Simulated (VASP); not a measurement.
# Ta (Im-3m) in VASP: further runs

Ta is run at these levels: LDA; tasks: single point, relaxation of cell and atoms.

Everything below comes from runs of VASP 6.6.1. Logs are shortened: lines on timing, memory, paths and dates and some standing lists are left out, and cuts for length are marked.

## 1. The cell of the first run

It takes space group Im-3m (No. 229, cubic). Conventional cell: a = 3.143 Å, b = 3.143 Å, c = 3.143 Å, α = 90.00°, β = 90.00°, γ = 90.00°. Within 3.6 Å of Ta (site symmetry m-3m) lie 14 Ta at 2.72 to 3.14 Å.

## 2. Single point, LDA

INCAR reads:

```
PREC = Accurate ; ENCUT = 520
EDIFF = 1E-7 ; ISMEAR = 0
SIGMA = 0.1 ; LREAL = False
LASPH = True ; NELM = 60
ALGO = Normal ; ISIF = 2
LWAVE = False ; LCHARG = False
GGA = CA ; NBANDS = 12
```

KPOINTS reads:

```
regular mesh
0
Gamma
  7 7 7
```

POSCAR reads:

```
Ta
1.0
   -1.5712594026      1.5712594026      1.5712594026
    1.5712594026     -1.5712594026      1.5712594026
    1.5712594026      1.5712594026     -1.5712594026
Ta
1
Direct
    0.0000000000      0.0000000000      0.0000000000
```

Potentials or basis: VASP PAW LDA potentials, release 64 (Ta_pv).

Command:

```console
cat potpaw_LDA.64/Ta_pv/POTCAR > POTCAR
mpirun -np 1 vasp_std > vasp.out
```

OUTCAR:

```text
PREC = Accurate
   ENCUT = 520
   EDIFF = 1E-7
   ISMEAR = 0
   LREAL = False
   LASPH = True
   NELM = 60
   ISIF = 2
   GGA = CA

 ion  position               nearest neighbor table
   1  0.000  0.000  0.000-

  LATTYP: Found a body centered cubic cell.
 ALAT       =     3.1425188052

  Lattice vectors:

 A1 = (  -1.5712594026,   1.5712594026,   1.5712594026)
 A2 = (   1.5712594026,  -1.5712594026,   1.5712594026)
 A3 = (   1.5712594026,   1.5712594026,  -1.5712594026)

Analysis of symmetry for initial positions (statically):
=====================================================================
 Subroutine PRICEL returns:
 Original cell was already a primitive cell.

 Routine SETGRP: Setting up the symmetry group for a
 body centered cubic supercell.

 Subroutine GETGRP returns: Found 48 space group operations
 (whereof 48 operations were pure point group operations)
 out of a pool of 48 trial point group operations.

The static configuration has the point symmetry O_h .

Analysis of symmetry for dynamics (positions and initial velocities):
=====================================================================
 Subroutine PRICEL returns:
 Original cell was already a primitive cell.

 Routine SETGRP: Setting up the symmetry group for a
 body centered cubic supercell.

 Subroutine GETGRP returns: Found 48 space group operations
 (whereof 48 operations were pure point group operations)
 out of a pool of 48 trial point group operations.

The dynamic configuration has the point symmetry O_h .

 Subroutine INISYM returns: Found 48 space group operations
 (whereof 48 operations are pure point group operations),
 and found     1 'primitive' translations

----------------------------------------------------------------------------------------

                                     Primitive cell

  volume of cell :      15.5169

  direct lattice vectors                    reciprocal lattice vectors
    -1.571259403  1.571259403  1.571259403     0.000000000  0.318216075  0.318216075
     1.571259403 -1.571259403  1.571259403     0.318216075  0.000000000  0.318216075
     1.571259403  1.571259403 -1.571259403     0.318216075  0.318216075  0.000000000

  length of vectors
     2.721501117  2.721501117  2.721501117     0.450025489  0.450025489  0.450025489

  position of ions in fractional coordinates (direct lattice)
     0.000000000  0.000000000  0.000000000

  ion indices of the primitive-cell ions
   primitive index   ion index
                 1           1

----------------------------------------------------------------------------------------

 KPOINTS: regular mesh

Automatic generation of k-mesh.
 Grid dimensions read from file:
 generate k-points for:    7    7    7

 Generating k-lattice:

  Cartesian coordinates                     Fractional coordinates (reciprocal lattice)
     0.000000000  0.045459439  0.045459439     0.142857143  0.000000000  0.000000000
     0.045459439  0.000000000  0.045459439     0.000000000  0.142857143  0.000000000
     0.045459439  0.045459439  0.000000000     0.000000000  0.000000000  0.142857143

  Length of vectors
     0.064289356  0.064289356  0.064289356

  Shift w.r.t. Gamma in fractional coordinates (k-lattice)
     0.000000000  0.000000000  0.000000000

 Subroutine IBZKPT returns following result:
 ===========================================

 Found     20 irreducible k-points:

 Following reciprocal coordinates:
            Coordinates               Weight
  0.000000  0.000000  0.000000      1.000000
  0.142857  0.000000  0.000000     12.000000
  0.285714  0.000000  0.000000     12.000000
  0.428571  0.000000  0.000000     12.000000
  0.142857  0.142857  0.000000     24.000000
  0.285714  0.142857 -0.000000     48.000000
[... 12 lines left out ...]
 -0.428571 -0.428571  0.285714      8.000000
 -0.428571  0.428571  0.428571      6.000000
   k-points           NKPTS =     20   k-points in BZ     NKDIM =     20   number of bands    NBANDS=     12
   number of dos      NEDOS =    301   number of ions     NIONS =      1
   total plane-waves  NPLWV =   8000
   dimension x,y,z NGX =    20 NGY =   20 NGZ =   20
   dimension x,y,z NGXF=    40 NGYF=   40 NGZF=   40
   ions per type =               1
   NGX,Y,Z   is equivalent  to a cutoff of  12.22, 12.22, 12.22 a.u.
   NGXF,Y,Z  is equivalent  to a cutoff of  24.43, 24.43, 24.43 a.u.
 SYSTEM =  unknown system
   PREC   = accura    normal or accurate (medium, high low for compatibility)
   ISTART =      0    job   : 0-new  1-cont  2-samecut
   ICHARG =      2    charge: 1-file 2-atom 10-const
   ISPIN  =      1    spin polarized calculation?
   LNONCOLLINEAR =      F non collinear calculations
   LSORBIT =      F    spin-orbit coupling
   LASPH  =      T    aspherical Exc in radial PAW
   ENCUT  =  520.0 eV  38.22 Ry    6.18 a.u.   5.06  5.06  5.06*2*pi/ulx,y,z
   NELM   =     60;   NELMIN=  2; NELMDL= -5     # of ELM steps
   EDIFF  = 0.1E-06   stopping-criterion for ELM
   LREAL  =      F    real-space projection
   EDIFFG = 0.1E-05   stopping-criterion for IOM
   NSW    =      0    number of steps for IOM
   IBRION =     -1    ionic relax: 0-MD 1-quasi-New 2-CG
   NFREE  =      0    steps in history (QN), initial steepest desc. (CG)
   ISIF   =      2    stress and relaxation
   ISYM   =      2    0-nonsym 1-usesym 2-fastsym
   POTIM  = 0.5000    time-step for ionic-motion
   TEBEG  =    0.0;   TEEND  =   0.0 temperature during run
   PSTRESS=    0.0 pullay stress
   NELECT =      11.0000    total number of electrons
   NUPDOWN=      -1.0000    fix difference up-down
   EMIN   =  10.00;   EMAX   =-10.00  energy-range for DOS
   EFERMI =   0.00;   METHOD = LEGACY
   ISMEAR =     0;   SIGMA  =   0.10  broadening in eV -4-tet -1-fermi 0-gaus
   EFERMI_NEDOS =   21; number of points for ismear=-14 and -15
   IALGO  =     38    algorithm
   IMIX   =      4    mixing-type and parameters
     AMIX     =   0.40;   BMIX     =  1.00
     AMIX_MAG =   1.60;   BMIX_MAG =  1.00
  volume/ion in A,a.u.               =      15.52       104.71
  Fermi-wavevector in a.u.,A,eV,Ry     =   1.459725  2.758481 28.991271  2.130798
  Thomas-Fermi vector in A             =   2.576259
   LORBIT       =      0    0 simple, 1 ext, 2 COOP (PROOUT), +10 PAW based schemes
   GGA     = CA    functional components
   LHFCALC =     F    Hartree Fock is set to
   AEXX    =    0.0000 exact exchange contribution
   IVDW    =     0    specifies the selected vdW correction
   LEPSILON=     F    determine dielectric tensor
   LRPA    =     F    only Hartree local field effects (RPA)
 non-spin polarized calculation
 Gauss-broadening in eV      SIGMA  =   0.10
  energy-cutoff  :      520.00
  volume of cell :       15.52
 maximum number of plane-waves:       429
   NGX = 11   NGY = 11   NGZ = 11

 number of electron      11.0000003 magnetization

 Free energy of the ion-electron system (eV)
  ---------------------------------------------------
  ext. energy  EPLUGINS =         0.00000000
  ---------------------------------------------------
  free energy    TOTEN  =       -12.66720645 eV

  energy without entropy =      -12.65418132  energy(sigma->0) =      -12.66069388

 E-fermi :   6.5549     XC(G=0): -13.5757

 val. band max:        6.5008880454   @ k =  -0.2857   0.2857   0.1429
 cond. band min:       6.5583910862   @ k =   0.2857   0.1429   0.1429
 fundamental gap:      0.0575030408
 Fermi energy:         6.5549358617

 k-point     1 :       0.0000    0.0000    0.0000
  band No.  band energies     occupation
      1     -25.6271      2.00000
      2     -25.6271      2.00000
      3     -25.6271      2.00000
      4      -1.6589      2.00000
      5       7.3239      0.00000
      6       7.3239      0.00000
      7       7.3239      0.00000
      8      11.1546      0.00000
      9      11.1546      0.00000
     10      20.8443      0.00000
     11      22.4841      0.00000
     12      22.4841      0.00000

 k-point     2 :       0.1429    0.0000    0.0000
  band No.  band energies     occupation
      1     -26.0266      2.00000
      2     -25.7458      2.00000
      3     -25.6309      2.00000
      4      -0.6131      2.00000
      5       6.6732      0.09447
      6       7.0359      0.00000
      7       8.4006      0.00000
      8      10.3967      0.00000
      9      11.1730      0.00000
     10      20.8438      0.00000
     11      23.3340      0.00000
     12      24.2826      0.00000

 k-point     3 :       0.2857    0.0000    0.0000
  band No.  band energies     occupation
      1     -26.8523      2.00000
      2     -26.0038      2.00000
      3     -25.6397      2.00000
      4       1.3317      2.00000
      5       5.4852      2.00000
      6       6.5723      0.80655
      7      10.6936      0.00000
      8      11.3820      0.00000
      9      11.5054      0.00000
     10      20.8407      0.00000
     11      22.5331      0.00000
     12      25.0024      0.00000
[... 226 lines left out ...]
 k-point    19 :      -0.4286   -0.4286    0.2857
  band No.  band energies     occupation
      1     -26.9829      2.00000
      2     -26.9829      2.00000
      3     -26.5100      2.00000
      4       2.9827      2.00000
      5       2.9827      2.00000
      6       8.5903      0.00000
      7      12.9059      0.00000
      8      12.9059      0.00000
      9      18.7198      0.00000
     10      19.5132      0.00000
     11      19.5132      0.00000
     12      20.8519      0.00000

 k-point    20 :      -0.4286    0.4286    0.4286
  band No.  band energies     occupation
      1     -26.9430      2.00000
      2     -26.8685      2.00000
      3     -26.8685      2.00000
      4       2.1776      2.00000
      5       2.3647      2.00000
      6      12.6325      0.00000
      7      12.6325      0.00000
      8      14.1681      0.00000
      9      15.5628      0.00000
     10      19.6575      0.00000
     11      19.6575      0.00000
     12      20.8382      0.00000

------------------------ aborting loop because EDIFF is reached ----------------------------------------

  FORCE on cell =-STRESS in cart. coord.  units (eV):
  Direction    XX          YY          ZZ          XY          YZ          ZX
  --------------------------------------------------------------------------------------
  -------------------------------------------------------------------------------------
  Total        3.0035846      3.0035846      3.0035846     -0.0000000     -0.0000000      0.0000000
  in kB      310.1321483    310.1321483    310.1321483     -0.0000000     -0.0000000      0.0000000
  external PRESSURE =     310.1321483 kB  Pullay stress =       0.0000000 kB

 VOLUME and BASIS-vectors are now :
 -----------------------------------------------------------------------------
  energy-cutoff  :      520.00
  volume of cell :       15.52
      direct lattice vectors                 reciprocal lattice vectors
    -1.571259403  1.571259403  1.571259403     0.000000000  0.318216075  0.318216075
     1.571259403 -1.571259403  1.571259403     0.318216075  0.000000000  0.318216075
     1.571259403  1.571259403 -1.571259403     0.318216075  0.318216075  0.000000000

 POSITION                                       TOTAL-FORCE (eV/Angst)
 -----------------------------------------------------------------------------------
      0.00000      0.00000      0.00000         0.000000      0.000000     -0.000000
 -----------------------------------------------------------------------------------
    total drift:                                0.000000     -0.000000      0.000000

  FREE ENERGIE OF THE ION-ELECTRON SYSTEM (eV)
  ---------------------------------------------------
  free  energy   TOTEN  =       -12.6672064543 eV

  energy  without entropy=      -12.6541813154  energy(sigma->0) =      -12.66069388
```

Wall time 1.7 s (1 thread of Intel Xeon 6975P-C (Granite Rapids), shared host); peak memory 0.12 GiB.

What came out:

| Quantity | Value |
| --- | --- |
| Free energy | -12.6672 eV |
| Pressure | 31.0 GPa |

Levels at points of the mesh, in eV from the Fermi level:
```csv
k point,band 2,band 3,band 4,band 5,band 6,band 7,band 8,band 9
"(0.00, 0.00, 0.00)",-32.18,-32.18,-8.21,0.77,0.77,0.77,4.60,4.60
```

Caveat: the k points lie up to 0.40 Å⁻¹ apart; spin-orbit coupling is left out, which moves the levels of the heavy elements.

## 3. Single point, LDA

This run uses another cell than the first one, of 17.36 Å³/atom, 1.119 times its volume.

INCAR reads:

```
SYSTEM = Ta
ALGO     = Normal         ! electronic algorithm
EDIFF    = 1E-6           ! SCF threshold, eV
ENCUT    = 520            ! plane-wave cutoff, eV
GGA      = CA             ! functional
ISIF     = 2              ! what is computed and relaxed
ISMEAR   = 0              ! smearing method
LASPH    = .TRUE.         ! aspherical terms in the spheres
LCHARG   = .FALSE.        ! write CHGCAR
LREAL    = .FALSE.        ! projectors in reciprocal space
LWAVE    = .FALSE.        ! write WAVECAR
NBANDS   = 12             ! bands
NELM     = 60             ! most SCF steps
PREC     = Accurate       ! precision mode
SIGMA    = 0.1            ! smearing width, eV
```

KPOINTS reads:

```
k-points
0
G
  7 7 7
  0 0 0
```

POSCAR reads:

```
Ta
1.0
   -1.6312244015      1.6312244015      1.6312244015
    1.6312244015     -1.6312244015      1.6312244015
    1.6312244015      1.6312244015     -1.6312244015
Ta
1
Direct
    0.0000000000      0.0000000000      0.0000000000
```

Potentials or basis: VASP PAW LDA potentials, release 64 (Ta_pv).

Command:

```console
cat potpaw_LDA.64/Ta_pv/POTCAR > POTCAR
mpirun -np 1 vasp_std > vasp.out
```

Wall time 1.8 s (1 thread of Intel Xeon 6975P-C (Granite Rapids), shared host); peak memory 0.12 GiB.

Results (log left out):

| Item | Value |
| --- | --- |
| Free energy | -12.8440 eV |
| Pressure | 1.0 GPa |

Levels at points of the mesh, in eV from the Fermi level:
```tsv
k point	band 3	band 4	band 5	band 6	band 7	band 8
(0.00, 0.00, 0.00)	-32.63	-7.80	0.82	0.82	0.82	4.22
```

Caveat: the k points lie up to 0.39 Å⁻¹ apart; spin-orbit coupling is left out, which moves the levels of the heavy elements.

## 4. Relaxation of cell and atoms, LDA

This run uses another cell than the first one, of 18.01 Å³/atom, 1.161 times its volume.

INCAR reads:

```
SYSTEM = Ta
PREC = Accurate ; ENCUT = 600
EDIFF = 1E-6 ; ISMEAR = 0
SIGMA = 0.1 ; LREAL = .FALSE.
LASPH = .TRUE. ; NELM = 80
ALGO = Normal ; ISIF = 3
LWAVE = .FALSE. ; LCHARG = .FALSE.
GGA = CA ; IBRION = 2
NSW = 60 ; EDIFFG = -0.02
```

KPOINTS reads:

```
regular mesh
0
G
  7 7 7
  0 0 0
```

POSCAR reads:

```
Ta
1.0
   -1.6512800000      1.6512800000      1.6512800000
    1.6512800000     -1.6512800000      1.6512800000
    1.6512800000      1.6512800000     -1.6512800000
Ta
1
Direct
    0.0000000000      0.0000000000      0.0000000000
```

Command:

```console
cat potpaw_LDA.64/Ta_pv/POTCAR > POTCAR
mpirun -np 1 vasp_std > vasp.out
```

Wall time 3.8 s (1 thread of Intel Xeon 6975P-C (Granite Rapids), shared host); peak memory 0.14 GiB.

It converged, with:

```
Free energy                            : -12.8445 eV
Relaxed volume                         : 17.44 Å³/atom
Relaxed cell                           : a = 2.830 Å, b = 2.830 Å, c = 2.830 Å, α = 109.47°, β = 109.47°, γ = 109.47°
Space group after relaxing (to 0.05 Å) : Im-3m (No. 229)
Energy gained by relaxing              : 12.9 meV/atom
Ionic steps                            : 4
Pressure after relaxing                : 0.0 GPa
```

The path:
| step | energy change (eV) | largest force (eV/Å) | pressure (GPa) | volume (Å³) |
| --- | --- | --- | --- | --- |
| 1 | 0.0000 | 0.0000 | -7.02 | 18.01 |
| 2 | 0.0791 | 0.0000 | 21.86 | 16.03 |
| 3 | -0.0129 | 0.0000 | -0.35 | 17.47 |
| 4 | -0.0129 | 0.0000 | -0.04 | 17.44 |

Final structure:
```
Ta
1.0
    -1.63366    1.63366    1.63366
     1.63366   -1.63366    1.63366
     1.63366    1.63366   -1.63366
Ta
1
Cartesian
  0.0000 3.2673 0.0000
```

Levels at points of the mesh, in eV from the Fermi level:
```csv
k point,band 3,band 4,band 5,band 6,band 7,band 8
"(0.00, 0.00, 0.00)",-32.64,-7.78,0.82,0.82,0.82,4.20
```

Caveat: the k points lie up to 0.39 Å⁻¹ apart in the final cell; spin-orbit coupling is left out, which moves the levels of the heavy elements.

## 5. Relaxation of cell and atoms, LDA, target pressure 10 GPa, at which the enthalpy is minimised

This run uses another cell than the first one, of 18.01 Å³/atom, 1.161 times its volume.

INCAR reads:

```
ALGO     = Normal         # electronic algorithm
EDIFF    = 1E-7           # SCF threshold, eV
EDIFFG   = -0.02          # ionic threshold
ENCUT    = 600            # plane-wave cutoff, eV
IBRION   = 2              # ionic algorithm
ISIF     = 3              # what is computed and relaxed
ISMEAR   = 0              # smearing method
LASPH    = True           # aspherical terms in the spheres
LCHARG   = False          # write CHGCAR
LREAL    = False          # projectors in reciprocal space
LWAVE    = False          # write WAVECAR
NELM     = 100            # most SCF steps
NSW      = 60             # ionic steps
PREC     = Accurate       # precision mode
PSTRESS  = 100.0        
SIGMA    = 0.1            # smearing width, eV
```

KPOINTS reads:

```
k-points
0
Gamma
  7 7 7
```

POSCAR is that of step 4.

Command:

```console
cat potpaw_LDA.64/Ta_pv/POTCAR > POTCAR
mpirun -np 1 vasp_std > vasp.out
```

Wall time 4.3 s (1 thread of Intel Xeon 6975P-C (Granite Rapids), shared host); peak memory 0.14 GiB.

It converged, with:

| Quantity | Value |
| --- | --- |
| Free energy | -12.8239 eV |
| Relaxed volume | 16.76 Å³/atom |
| Relaxed cell | a = 2.792 Å, b = 2.792 Å, c = 2.792 Å, α = 109.47°, β = 109.47°, γ = 109.47° |
| Space group after relaxing (to 0.05 Å) | Im-3m (No. 229) |
| Energy change on relaxing (the enthalpy is what falls) | +7.6 meV/atom |
| Ionic steps | 4 |
| Pressure after relaxing | 9.9 GPa |

The path:
```
step  energy change (eV)  largest force (eV/Å)  pressure (GPa)  volume (Å³)
   1              0.0000                0.0000           -7.04        18.01
   2              0.8778                0.0000           86.82        13.46
   3              0.0044                0.0000            9.06        16.81
   4              0.0076                0.0000            9.90        16.76
```

Final structure:
```xyz
1
Lattice="-1.6120 1.6120 1.6120 1.6120 -1.6120 1.6120 1.6120 1.6120 -1.6120" Properties=species:S:1:pos:R:3 pbc="T T T"
Ta   -1.6120    1.6120    1.6120
```

Levels at points of the mesh, in eV from the Fermi level:
```csv
k point,band 2,band 3,band 4,band 5,band 6,band 7,band 8,band 9
"(0.00, 0.00, 0.00)",-32.48,-32.48,-7.92,0.82,0.82,0.82,4.35,4.35
```

Caveat: the k points lie up to 0.39 Å⁻¹ apart in the final cell; the cell is relaxed towards a set pressure, so the enthalpy falls and the energy may rise; spin-orbit coupling is left out, which moves the levels of the heavy elements.

[end of part 1 of 2]
